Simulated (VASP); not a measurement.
Wanted: the native input for a VASP 6.6.1 run.

- Task: relaxation of cell and atoms
- Functional: PBE
- Potentials or basis: VASP PAW PBE potentials, release 64 (Al)
- Cutoff: 600 eV
- k mesh: 6 × 6 × 6
- Occupations: gaussian, width 0.1 eV
- Spin: no spin polarisation
- Dipole correction: no
- Further INCAR settings: ALGO = Normal; EDIFF = 1e-06; IBRION = 2; EDIFFG = -0.04; NSW = 90; ISIF = 3

The structure of Al lies in POSCAR:

```
Al
1.0
    1.9467881600     -3.2650407400      0.0000000000
    1.9467881600      3.2650407400      0.0000000000
    0.0000000000      0.0000000000      3.0013469500
Al
2
Direct
    0.3480227900      0.6519772100      0.2500000000
    0.6519772100      0.3480227900      0.7500000000
```

These files were run (other wordings do the same):

INCAR

```
ALGO     = Normal         # electronic algorithm
EDIFF    = 1E-6           # SCF threshold, eV
EDIFFG   = -0.04          # ionic threshold
ENCUT    = 600            # plane-wave cutoff, eV
GGA      = PE             # functional
IBRION   = 2              # ionic algorithm
ISIF     = 3              # what is computed and relaxed
ISMEAR   = 0              # smearing method
LASPH    = T              # aspherical terms in the spheres
LCHARG   = F              # write CHGCAR
LREAL    = F              # projectors in reciprocal space
LWAVE    = F              # write WAVECAR
NELM     = 100            # most SCF steps
NSW      = 90             # ionic steps
PREC     = Accurate       # precision mode
SIGMA    = 0.1            # smearing width, eV
```

KPOINTS

```
k-points
0
Gamma
  6 6 6
```

Potentials or basis: VASP PAW PBE potentials, release 64 (Al).

Run with:

```bash
$ cat potpaw_PBE.64/Al/POTCAR > POTCAR
$ mpirun -np 1 vasp_std > vasp.out
```

Results of the run:

```
Relaxed volume                         : 20.48 Å³/atom
Relaxed cell                           : a = 4.034 Å, b = 4.034 Å, c = 2.974 Å, α = 90.00°, β = 90.00°, γ = 122.20°
Space group after relaxing (to 0.05 Å) : Cmcm (No. 63)
Energy gained by relaxing              : 112.7 meV/atom
Ionic steps                            : 4
Pressure after relaxing                : 0.1 GPa
Largest force after relaxing           : 0.021 eV/Å
Band gap on the k mesh                 : zero (band 3 reaches 9.60 eV, above the bottom of band 4 at 3.60 eV)
```

Wall time 28 s on 1 thread of Intel Xeon 6975P-C, with other jobs on the host, peak memory 0.15 GiB.
